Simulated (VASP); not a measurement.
A run of VASP 6.6.1:

The input INCAR:

```
PREC = Accurate
ENCUT = 600
EDIFF = 1E-6
ISMEAR = -1
SIGMA = 0.3
LREAL = False
LASPH = True
NELM = 120
ALGO = Normal
ISIF = 2
LWAVE = False
LCHARG = True
GGA = CA
LELF = True
LVHAR = True
NBANDS = 14
GGA_COMPAT = False
```

File KPOINTS:

```
regular mesh
0
Gamma
  13 13 7
```

Contents of POSCAR:

```
Re
1.0
    2.7391880258      0.0000000000      0.0000000000
   -1.3695940129      2.3722064161      0.0000000000
    0.0000000000      0.0000000000      4.4118668232
Re
2
Direct
    0.3333333333      0.6666666667      0.2500000000
    0.6666666667      0.3333333333      0.7500000000
```

Potentials or basis: VASP PAW LDA potentials, release 64 (Re).

The run is started by

```sh
$ cat potpaw_LDA.64/Re/POTCAR > POTCAR
$ mpirun -np 1 vasp_std > vasp.out
```

Hardware: 1 thread of Intel(R) Xeon(R) 6975P-C (Granite Rapids), on a shared host.

**Question.** Estimate the wall time of this run.

**Answer.** Wall time 18 s on 1 thread of Intel(R) Xeon(R) 6975P-C (Granite Rapids) (shared host), peak memory 0.16 GiB. Counts: scf iterations 12, k points 84.
